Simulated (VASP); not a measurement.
Set up this calculation in VASP 6.6.1, as the native input.

- Task: single point
- Functional: PBE
- Potentials or basis: VASP PAW PBE potentials, release 64 (In_d)
- Cutoff: 520 eV
- k mesh: 17 × 17 × 17
- Occupations: fermi-dirac, width 0.1 eV
- Spin: no spin polarisation
- Dipole correction: no
- Further INCAR settings: ALGO = Normal; EDIFF = 1e-07; NBANDS = 12

The structure of In lies in POSCAR:

```
In
1.0
    3.0909441833      0.0000000000      0.0000000000
    0.0000000000      3.0909441833      0.0000000000
    0.0000000000      0.0000000000      3.0909441833
In
1
Direct
    0.0000000000      0.0000000000      0.0000000000
```

These files were run (other wordings do the same):

INCAR

```
ALGO = Normal
EDIFF = 1E-7
ENCUT = 520
GGA = PE
ISIF = 2
ISMEAR = -1
LASPH = True
LCHARG = False
LREAL = False
LWAVE = False
NBANDS = 12
NELM = 60
PREC = Accurate
SIGMA = 0.1
```

KPOINTS

```
k-points
0
Gamma
  17 17 17
```

Potentials or basis: VASP PAW PBE potentials, release 64 (In_d).

Launch:

```bash
$ cat potpaw_PBE.64/In_d/POTCAR > POTCAR
$ mpirun -np 1 vasp_std > vasp.out
```

It gave:

```json
{
 "Pressure": "0.0 GPa"
}
```

It took 20 s on 1 thread of Intel(R) Xeon(R) Platinum 8559C (Emerald Rapids) (shared host), peak memory 0.17 GiB.
